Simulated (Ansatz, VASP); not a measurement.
**Two plane-wave programs on TiAl3**

File INCAR:

```
SYSTEM = TiAl3
PREC = Accurate ; ENCUT = 520
EDIFF = 1E-6 ; ISMEAR = 0
SIGMA = 0.1 ; LREAL = .FALSE.
LASPH = .TRUE. ; NELM = 80
ALGO = Fast ; ISIF = 2
LWAVE = .FALSE. ; LCHARG = .FALSE.
GGA = PS ; NBANDS = 31
```

Contents of KPOINTS:

```
Automatic mesh
0
G
  10 10 4
  0 0 0
```

File POSCAR:

```
TiAl3
1.0
    3.8155481467      0.0000000000      0.0000000000
    0.0000000000      3.8155481467      0.0000000000
    0.0000000000      0.0000000000      8.7250734869
Ti Al
2 6
Direct
    0.0000000000      0.0000000000      0.0000000000
    0.5000000000      0.5000000000      0.5000000000
    0.5000000000      0.5000000000      0.0000000000
    0.0000000000      0.5000000000      0.2500000000
    0.5000000000      0.0000000000      0.2500000000
    0.0000000000      0.0000000000      0.5000000000
    0.5000000000      0.0000000000      0.7500000000
    0.0000000000      0.5000000000      0.7500000000
```

Input for Ansatz:

```yaml
crystal:
  lattice:
    - [3.8155481467, 0.0, 0.0]
    - [0.0, 3.8155481467, 0.0]
    - [0.0, 0.0, 8.7250734869]
  atoms:
    - { symbol: Ti, position: [0.0, 0.0, 0.0] }
    - { symbol: Ti, position: [0.5, 0.5, 0.5] }
    - { symbol: Al, position: [0.5, 0.5, 0.0] }
    - { symbol: Al, position: [0.0, 0.5, 0.25] }
    - { symbol: Al, position: [0.5, 0.0, 0.25] }
    - { symbol: Al, position: [0.0, 0.0, 0.5] }
    - { symbol: Al, position: [0.5, 0.0, 0.75] }
    - { symbol: Al, position: [0.0, 0.5, 0.75] }
basis:
  ecutwfc: 420
kpoints:
  mp_grid: { grid: [10, 10, 4] }
hamiltonian:
  xc: pbesol
scf:
  occupations: { method: gaussian, width: 0.1 }
output:
  forces: true
  stress: true
  eigenvalues: true
```

Change from the starting cell: strain along c alone, the other axes held, atoms relaxed: +2.0 %.

Alike in both runs: task single point; functional PBEsol; k mesh 10 × 10 × 4; occupations gaussian, width 0.1 eV; no spin polarisation.

|  | VASP | Ansatz |
| --- | --- | --- |
| version | VASP 6.6.1 | Ansatz 0.2.0 |
| potentials or method | VASP PAW PBE potentials, release 64 (Ti_sv, Al), cutoff 520 eV | scalar-relativistic, plane waves, PAW |
| valence electrons in the cell | 42 | 42 |

```tsv
	VASP	Ansatz	Ansatz less VASP
gap on the k mesh at the Fermi level (eV)	none	none	-
pressure (GPa)	-1.9	-2.0	-0.10
traceless stress, the component that is largest in VASP (GPa)	-2.36	-2.34	+0.017
```

VASP's potentials were made for PBE, not for PBEsol. A gap of «none» marks a metal or a gap that the smearing closes.
